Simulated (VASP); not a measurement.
# Be (P6_3/mmc) in VASP: notebook

Runs on Be. Level: PBE. Tasks: single point.

Program: VASP 6.6.1. These are calculated values, not measurements. Logs are shortened: lines on timing, memory, paths and dates and some standing lists are left out, and cuts for length are marked.

## Step 1: The cell of the first run

The structure is hexagonal, space group P6_3/mmc (No. 194). The conventional cell has a = 3.454 Å, b = 3.454 Å, c = 10.634 Å, α = 90.00°, β = 90.00°, γ = 120.00°. Within 2.7 Å of Be (site symmetry 3m) lie 11 Be at 2.05 to 2.26 Å. Be (site symmetry 3m) has 8 Be at 2.10 to 2.29 Å within 2.8 Å. Within 2.6 Å of Be (site symmetry -6m2) lie 9 Be at 1.99 to 2.24 Å. Within 2.6 Å of Be (site symmetry -6m2) lie 11 Be at 1.99 to 2.24 Å.

## Step 2: Single point, PBE

The input, INCAR:

```
SYSTEM = Be
  PREC = Accurate
  ENCUT = 520
  EDIFF = 1E-7
  ISMEAR = 0
  SIGMA = 0.1
  LREAL = .False.
  LASPH = .True.
  NELM = 60
  ALGO = Fast
  ISIF = 2
  LWAVE = .False.
  LCHARG = .True.
  GGA = PE
  LELF = .True.
  LVHAR = .True.
  NBANDS = 24
```

The input, KPOINTS:

```
Automatic mesh
0
Gamma
  6 6 2
  0 0 0
```

The input, POSCAR:

```
Be
1.0
    3.4539028600      0.0000000000      0.0000000000
   -1.7269514300      2.9911676190      0.0000000000
    0.0000000000      0.0000000000     10.6344357357
Be
12
Direct
    0.6666666667      0.3333333333      0.6535651624
    0.6666666667      0.3333333333      0.0528456265
    0.6666666667      0.3333333333      0.4471543735
    0.6666666667      0.3333333333      0.8464348376
    0.0000000000      0.0000000000      0.2500000000
    0.3333333333      0.6666666667      0.9471543735
    0.0000000000      0.0000000000      0.7500000000
    0.6666666667      0.3333333333      0.2500000000
    0.3333333333      0.6666666667      0.3464348376
    0.3333333333      0.6666666667      0.7500000000
    0.3333333333      0.6666666667      0.1535651624
    0.3333333333      0.6666666667      0.5528456265
```

Potentials or basis: VASP PAW PBE potentials, release 64 (Be).

On the command line:

```
$ cat potpaw_PBE.64/Be/POTCAR > POTCAR
$ mpirun -np 1 vasp_std > vasp.out
```

OUTCAR:

```text
SYSTEM = Be
   PREC = Accurate
   ENCUT = 520
   EDIFF = 1E-7
   ISMEAR = 0
   LREAL = .False.
   LASPH = .True.
   NELM = 60
   ISIF = 2
   GGA = PE

 ion  position               nearest neighbor table
   1  0.667  0.333  0.654-   4 2.05   3 2.20  10 2.24   7 2.24  10 2.24   7 2.24   7 2.24  10 2.24
                            12 2.26  12 2.26  12 2.26
   2  0.667  0.333  0.053-   8 2.10   4 2.20  11 2.26  11 2.26  11 2.26   6 2.29   6 2.29   6 2.29

   3  0.667  0.333  0.447-   8 2.10   1 2.20   9 2.26   9 2.26   9 2.26  12 2.29  12 2.29  12 2.29

   4  0.667  0.333  0.846-   1 2.05   2 2.20  10 2.24   7 2.24  10 2.24   7 2.24   7 2.24  10 2.24
                             6 2.26   6 2.26   6 2.26
   5  0.000  0.000  0.250-   8 1.99   8 1.99   8 1.99  11 2.24   9 2.24   9 2.24  11 2.24   9 2.24
                            11 2.24
   6  0.333  0.667  0.947-  10 2.10  11 2.20   4 2.26   4 2.26   4 2.26   2 2.29   2 2.29   2 2.29

   7  0.000  0.000  0.750-  10 1.99  10 1.99  10 1.99   1 2.24   4 2.24   4 2.24   1 2.24   4 2.24
                             1 2.24
   8  0.667  0.333  0.250-   5 1.99   5 1.99   5 1.99   2 2.10   3 2.10  11 2.24   9 2.24  11 2.24
                             9 2.24  11 2.24   9 2.24
   9  0.333  0.667  0.346-  11 2.05  12 2.20   5 2.24   8 2.24   8 2.24   5 2.24   5 2.24   8 2.24
                             3 2.26   3 2.26   3 2.26
  10  0.333  0.667  0.750-   7 1.99   7 1.99   7 1.99  12 2.10   6 2.10   1 2.24   4 2.24   1 2.24
                             4 2.24   1 2.24   4 2.24
  11  0.333  0.667  0.154-   9 2.05   6 2.20   5 2.24   8 2.24   8 2.24   5 2.24   5 2.24   8 2.24
                             2 2.26   2 2.26   2 2.26
  12  0.333  0.667  0.553-  10 2.10   9 2.20   1 2.26   1 2.26   1 2.26   3 2.29   3 2.29   3 2.29

  LATTYP: Found a hexagonal cell.
 ALAT       =     3.4539028600
 C/A-ratio  =     3.0789620226

  Lattice vectors:

 A1 = (   3.4539028600,   0.0000000000,   0.0000000000)
 A2 = (  -1.7269514300,   2.9911676190,   0.0000000000)
 A3 = (   0.0000000000,   0.0000000000,  10.6344357357)

Analysis of symmetry for initial positions (statically):
=====================================================================
 Subroutine PRICEL returns:
 Original cell was already a primitive cell.

 Routine SETGRP: Setting up the symmetry group for a
 hexagonal supercell.

 Subroutine GETGRP returns: Found 24 space group operations
 (whereof 12 operations were pure point group operations)
 out of a pool of 24 trial point group operations.

The static configuration has the point symmetry D_3d.
 The point group associated with its full space group is D_6h.

Analysis of symmetry for dynamics (positions and initial velocities):
=====================================================================
 Subroutine PRICEL returns:
 Original cell was already a primitive cell.

 Routine SETGRP: Setting up the symmetry group for a
 hexagonal supercell.

 Subroutine GETGRP returns: Found 24 space group operations
 (whereof 12 operations were pure point group operations)
 out of a pool of 24 trial point group operations.

The dynamic configuration has the point symmetry D_3d.
 The point group associated with its full space group is D_6h.

 Subroutine INISYM returns: Found 24 space group operations
 (whereof 12 operations are pure point group operations),
 and found     1 'primitive' translations

----------------------------------------------------------------------------------------

                                     Primitive cell

  volume of cell :     109.8665

  direct lattice vectors                    reciprocal lattice vectors
     3.453902860  0.000000000  0.000000000     0.289527540  0.167158803  0.000000000
    -1.726951430  2.991167619  0.000000000     0.000000000  0.334317607  0.000000000
     0.000000000  0.000000000 10.634435736     0.000000000  0.000000000  0.094034138

  length of vectors
     3.453902860  3.453902860 10.634435736     0.334317607  0.334317607  0.094034138

  position of ions in fractional coordinates (direct lattice)
     0.666666667  0.333333333  0.653565162
     0.666666667  0.333333333  0.052845627
     0.666666667  0.333333333  0.447154373
     0.666666667  0.333333333  0.846434838
     0.000000000  0.000000000  0.250000000
     0.333333333  0.666666667  0.947154373
     0.000000000  0.000000000  0.750000000
     0.666666667  0.333333333  0.250000000
     0.333333333  0.666666667  0.346434838
     0.333333333  0.666666667  0.750000000
     0.333333333  0.666666667  0.153565162
     0.333333333  0.666666667  0.552845627

  ion indices of the primitive-cell ions
   primitive index   ion index
                 1           1
                 2           2
                 3           3
                 4           4
                 5           5
                 6           6
                 7           7
                 8           8
                 9           9
                10          10
                11          11
                12          12

----------------------------------------------------------------------------------------

 KPOINTS: Automatic mesh

Automatic generation of k-mesh.
 Grid dimensions read from file:
 generate k-points for:    6    6    2

 Generating k-lattice:

  Cartesian coordinates                     Fractional coordinates (reciprocal lattice)
     0.048254590  0.027859801  0.000000000     0.166666667  0.000000000  0.000000000
     0.000000000  0.055719601  0.000000000     0.000000000  0.166666667  0.000000000
     0.000000000  0.000000000  0.047017069     0.000000000  0.000000000  0.500000000

  Length of vectors
     0.055719601  0.055719601  0.047017069

  Shift w.r.t. Gamma in fractional coordinates (k-lattice)
     0.000000000  0.000000000  0.000000000

 Subroutine IBZKPT returns following result:
 ===========================================

 Found     14 irreducible k-points:

 Following reciprocal coordinates:
            Coordinates               Weight
  0.000000  0.000000  0.000000      1.000000
  0.166667 -0.000000  0.000000      6.000000
  0.333333 -0.000000  0.000000      6.000000
  0.500000 -0.000000  0.000000      3.000000
  0.166667  0.166667  0.000000      6.000000
  0.333333  0.166667  0.000000     12.000000
  0.333333  0.333333  0.000000      2.000000
  0.000000  0.000000  0.500000      1.000000
  0.166667 -0.000000  0.500000      6.000000
  0.333333 -0.000000  0.500000      6.000000
  0.500000 -0.000000  0.500000      3.000000
  0.166667  0.166667  0.500000      6.000000
  0.333333  0.166667  0.500000     12.000000
  0.333333  0.333333  0.500000      2.000000
   k-points           NKPTS =     14   k-points in BZ     NKDIM =     14   number of bands    NBANDS=     24
   number of dos      NEDOS =    301   number of ions     NIONS =     12
   total plane-waves  NPLWV =  62720
   dimension x,y,z NGX =    28 NGY =   28 NGZ =   80
   dimension x,y,z NGXF=    56 NGYF=   56 NGZF=  160
   ions per type =              12
   NGX,Y,Z   is equivalent  to a cutoff of  13.48, 13.48, 12.51 a.u.
   NGXF,Y,Z  is equivalent  to a cutoff of  26.95, 26.95, 25.01 a.u.
 SYSTEM =  Be
   PREC   = accura    normal or accurate (medium, high low for compatibility)
   ISTART =      0    job   : 0-new  1-cont  2-samecut
   ICHARG =      2    charge: 1-file 2-atom 10-const
   ISPIN  =      1    spin polarized calculation?
   LNONCOLLINEAR =      F non collinear calculations
   LSORBIT =      F    spin-orbit coupling
   LASPH  =      T    aspherical Exc in radial PAW
   ENCUT  =  520.0 eV  38.22 Ry    6.18 a.u.   6.42  6.42 19.77*2*pi/ulx,y,z
   NELM   =     60;   NELMIN=  2; NELMDL= -5     # of ELM steps
   EDIFF  = 0.1E-06   stopping-criterion for ELM
   LREAL  =      F    real-space projection
   EDIFFG = 0.1E-05   stopping-criterion for IOM
   NSW    =      0    number of steps for IOM
   IBRION =     -1    ionic relax: 0-MD 1-quasi-New 2-CG
   NFREE  =      0    steps in history (QN), initial steepest desc. (CG)
   ISIF   =      2    stress and relaxation
   ISYM   =      2    0-nonsym 1-usesym 2-fastsym
   POTIM  = 0.5000    time-step for ionic-motion
   TEBEG  =    0.0;   TEEND  =   0.0 temperature during run
   PSTRESS=    0.0 pullay stress
   NELECT =      24.0000    total number of electrons
   NUPDOWN=      -1.0000    fix difference up-down
   EMIN   =  10.00;   EMAX   =-10.00  energy-range for DOS
   EFERMI =   0.00;   METHOD = LEGACY
   ISMEAR =     0;   SIGMA  =   0.10  broadening in eV -4-tet -1-fermi 0-gaus
   EFERMI_NEDOS =   21; number of points for ismear=-14 and -15
   IALGO  =     68    algorithm
   IMIX   =      4    mixing-type and parameters
     AMIX     =   0.40;   BMIX     =  1.00
     AMIX_MAG =   1.60;   BMIX_MAG =  1.00
  volume/ion in A,a.u.               =       9.16        61.78
  Fermi-wavevector in a.u.,A,eV,Ry     =   0.985954  1.863184 13.226305  0.972106
  Thomas-Fermi vector in A             =   2.117300
   LORBIT       =      0    0 simple, 1 ext, 2 COOP (PROOUT), +10 PAW based schemes
   GGA     = PE    functional components
   LHFCALC =     F    Hartree Fock is set to
   AEXX    =    0.0000 exact exchange contribution
   IVDW    =     0    specifies the selected vdW correction
   LEPSILON=     F    determine dielectric tensor
   LRPA    =     F    only Hartree local field effects (RPA)
 non-spin polarized calculation
 RMM-DIIS sequential band-by-band and
 Gauss-broadening in eV      SIGMA  =   0.10
  energy-cutoff  :      520.00
  volume of cell :      109.87
 maximum number of plane-waves:      2985
 NGX is ok and might be reduce to    28
   NGX = 13   NGY = 13   NGZ = 39

 number of electron      24.0000000 magnetization

 Free energy of the ion-electron system (eV)
  ---------------------------------------------------
  ext. energy  EPLUGINS =         0.00000000
  ---------------------------------------------------
  free energy    TOTEN  =       -42.83559810 eV

  energy without entropy =      -42.80472602  energy(sigma->0) =      -42.82016206

 E-fermi :   4.5725     XC(G=0):  -9.9934

 val. band max:        4.5657061401   @ k =   0.1667  -0.0000   0.0000
 cond. band min:       4.9486228040   @ k =   0.1667   0.1667   0.0000
 fundamental gap:      0.3829166639
 Fermi energy:         4.5725160323

 k-point     1 :       0.0000    0.0000    0.0000
  band No.  band energies     occupation
      1      -4.9508      2.00000
      2      -4.4891      2.00000
      3      -3.0734      2.00000
      4      -0.8390      2.00000
      5      -0.5423      2.00000
      6       3.7671      2.00000
[... 16 lines left out ...]
     23      11.0847      0.00000
     24      11.8935      0.00000

 k-point     2 :       0.1667   -0.0000    0.0000
  band No.  band energies     occupation
      1      -4.6104      2.00000
      2      -4.1583      2.00000
      3      -2.7046      2.00000
      4      -0.4859      2.00000
      5      -0.2273      2.00000
      6       3.2932      2.00000
[... 16 lines left out ...]
     23      11.4222      0.00000
     24      11.8881      0.00000

 k-point     3 :       0.3333   -0.0000    0.0000
  band No.  band energies     occupation
      1      -3.5922      2.00000
      2      -3.1690      2.00000
      3      -1.6001      2.00000
      4       0.3828      2.00000
      5       0.5550      2.00000
      6       0.6641      2.00000
[... 16 lines left out ...]
     23      12.9875      0.00000
     24      13.6759      0.00000
[... 244 lines left out ...]
 k-point    13 :       0.3333    0.1667    0.5000
  band No.  band energies     occupation
      1      -2.4251      2.00000
      2      -2.4251      2.00000
      3      -0.4193      2.00000
      4      -0.4193      2.00000
      5       0.1811      2.00000
      6       0.1811      2.00000
[... 16 lines left out ...]
     23      13.1517      0.00000
     24      13.1517      0.00000

 k-point    14 :       0.3333    0.3333    0.5000
  band No.  band energies     occupation
      1      -1.0797      2.00000
      2      -1.0797      2.00000
      3      -0.8394      2.00000
      4      -0.8394      2.00000
      5      -0.3291      2.00000
      6      -0.3291      2.00000
[... 16 lines left out ...]
     23      13.8178      0.00000
     24      14.0448      0.00000

------------------------ aborting loop because EDIFF is reached ----------------------------------------

  FORCE on cell =-STRESS in cart. coord.  units (eV):
  Direction    XX          YY          ZZ          XY          YZ          ZX
  --------------------------------------------------------------------------------------
  -------------------------------------------------------------------------------------
  Total        0.1429395      0.1429395      0.1556581      0.0000000     -0.0000000      0.0000000
  in kB        2.0844786      2.0844786      2.2699536      0.0000000     -0.0000000      0.0000000
  external PRESSURE =       2.1463036 kB  Pullay stress =       0.0000000 kB

 VOLUME and BASIS-vectors are now :
 -----------------------------------------------------------------------------
  energy-cutoff  :      520.00
  volume of cell :      109.87
      direct lattice vectors                 reciprocal lattice vectors
     3.453902860  0.000000000  0.000000000     0.289527540  0.167158803  0.000000000
    -1.726951430  2.991167619  0.000000000     0.000000000  0.334317607  0.000000000
     0.000000000  0.000000000 10.634435736     0.000000000  0.000000000  0.094034138

 POSITION                                       TOTAL-FORCE (eV/Angst)
 -----------------------------------------------------------------------------------
      1.72695      0.99706      6.95030         0.000000     -0.000000     -0.026463
      1.72695      0.99706      0.56198         0.000000      0.000000     -0.000657
      1.72695      0.99706      4.75523         0.000000      0.000000      0.000657
      1.72695      0.99706      9.00136         0.000000     -0.000000      0.026463
      0.00000      0.00000      2.65861         0.000000     -0.000000     -0.000000
     -0.00000      1.99411     10.07245        -0.000000     -0.000000      0.000657
      0.00000      0.00000      7.97583        -0.000000      0.000000     -0.000000
      1.72695      0.99706      2.65861        -0.000000     -0.000000     -0.000000
     -0.00000      1.99411      3.68414        -0.000000      0.000000      0.026463
     -0.00000      1.99411      7.97583         0.000000      0.000000     -0.000000
     -0.00000      1.99411      1.63308        -0.000000      0.000000     -0.026463
     -0.00000      1.99411      5.87920         0.000000     -0.000000     -0.000657
 -----------------------------------------------------------------------------------
    total drift:                                0.000000     -0.000000     -0.000000

  FREE ENERGIE OF THE ION-ELECTRON SYSTEM (eV)
  ---------------------------------------------------
  free  energy   TOTEN  =       -42.8355980993 eV

  energy  without entropy=      -42.8047260236  energy(sigma->0) =      -42.82016206
```

It took 80 s on 1 thread of AMD EPYC 7R43 (Zen 3), shared host; peak memory 0.18 GiB.

What came out:

* Free energy: -42.8356 eV
* Pressure: 0.2 GPa
* Largest force: 0.026 eV/Å
* Band gap on the k mesh: zero (band 12 reaches 6.88 eV, above the bottom of band 13 at 2.96 eV)

Forces in eV/Å, atoms in the order of the input:
```
Be   0.000  0.000 -0.026
Be   0.000  0.000 -0.001
Be   0.000  0.000  0.001
Be   0.000  0.000  0.026
Be   0.000  0.000  0.000
Be   0.000  0.000  0.001
Be   0.000  0.000  0.000
Be   0.000  0.000  0.000
Be   0.000  0.000  0.026
Be   0.000  0.000  0.000
Be   0.000  0.000 -0.026
Be   0.000  0.000 -0.001
```

Levels at points of the mesh, in eV from the Fermi level:
```csv
k point,band 9,band 10,band 11,band 12,band 13,band 14,band 15,band 16
"(0.00, 0.00, 0.00)",1.28,2.00,2.00,2.29,2.29,2.38,2.38,3.25
"(0.50, 0.00, 0.00)",-2.29,-2.20,-1.81,-1.79,0.91,2.70,2.86,3.33
"(0.00, 0.00, 0.50)",1.55,1.55,2.31,2.31,2.31,2.31,2.40,2.40
"(0.50, 0.00, 0.50)",-2.02,-2.02,-1.46,-1.46,1.73,1.73,2.57,2.57
```

## Step 3: Single point, PBE

The input, INCAR:

```
PREC     = Accurate       # precision mode
ENCUT    = 520            # plane-wave cutoff, eV
EDIFF    = 1E-6           # SCF threshold, eV
ISMEAR   = 0              # smearing method
SIGMA    = 0.2            # smearing width, eV
LREAL    = False          # projectors in reciprocal space
LASPH    = True           # aspherical terms in the spheres
NELM     = 100            # most SCF steps
ALGO     = Normal         # electronic algorithm
ISIF     = 2              # what is computed and relaxed
LWAVE    = False          # write WAVECAR
LCHARG   = False          # write CHGCAR
GGA      = PE             # functional
NBANDS   = 24             # bands
```

The input, KPOINTS:

```
Automatic mesh
0
Gamma
  6 6 2
```

The input, POSCAR:

```
Be
1.0
    3.4562742633      0.0000000000      0.0000000000
   -1.7281371316      2.9932213145      0.0000000000
    0.0000000000      0.0000000000     10.6121706423
Be
12
Direct
    0.6666666667      0.3333333333      0.6531371984
    0.6666666667      0.3333333333      0.0530800862
    0.6666666667      0.3333333333      0.4469199138
    0.6666666667      0.3333333333      0.8468628016
    0.0000000000      0.0000000000      0.2500000000
    0.3333333333      0.6666666667      0.9469199138
    0.0000000000      0.0000000000      0.7500000000
    0.6666666667      0.3333333333      0.2500000000
    0.3333333333      0.6666666667      0.3468628016
    0.3333333333      0.6666666667      0.7500000000
    0.3333333333      0.6666666667      0.1531371984
    0.3333333333      0.6666666667      0.5530800862
```

Potentials or basis: VASP PAW PBE potentials, release 64 (Be).

On the command line:

```
$ cat potpaw_PBE.64/Be/POTCAR > POTCAR
$ mpirun -np 1 vasp_std > vasp.out
```

Run time: 65 s. Hardware: 1 thread of AMD EPYC 7R43 (Zen 3), shared host; peak memory 0.19 GiB.

It converged, with:

| Item | Value |
| --- | --- |
| Free energy | -42.8682 eV |
| Pressure | 0.3 GPa |
| Largest force | 0.022 eV/Å |
| Band gap on the k mesh | zero (band 12 reaches 6.88 eV, above the bottom of band 13 at 2.96 eV) |

Forces on the atoms (eV/Å):
```
Be   0.000  0.000  0.022
Be   0.000  0.000 -0.008
Be   0.000  0.000  0.008
Be   0.000  0.000 -0.022
Be   0.000  0.000  0.000
Be   0.000  0.000  0.008
Be   0.000  0.000  0.000
Be   0.000  0.000  0.000
Be   0.000  0.000 -0.022
Be   0.000  0.000  0.000
Be   0.000  0.000  0.022
Be   0.000  0.000 -0.008
```

Stress tensor (GPa, compression positive):
```
0.15 0.00 0.00
0.00 0.15 0.00
0.00 0.00 0.48
```

Levels at points of the mesh, in eV from the Fermi level:
```tsv
k point	band 9	band 10	band 11	band 12	band 13	band 14	band 15	band 16
(0.00, 0.00, 0.00)	1.23	1.96	1.96	2.25	2.25	2.34	2.34	3.19
(0.50, 0.00, 0.00)	-2.32	-2.24	-1.83	-1.82	0.86	2.66	2.85	3.31
(0.00, 0.00, 0.50)	1.50	1.50	2.27	2.27	2.27	2.27	2.39	2.39
(0.50, 0.00, 0.50)	-2.06	-2.06	-1.49	-1.49	1.69	1.69	2.55	2.55
```
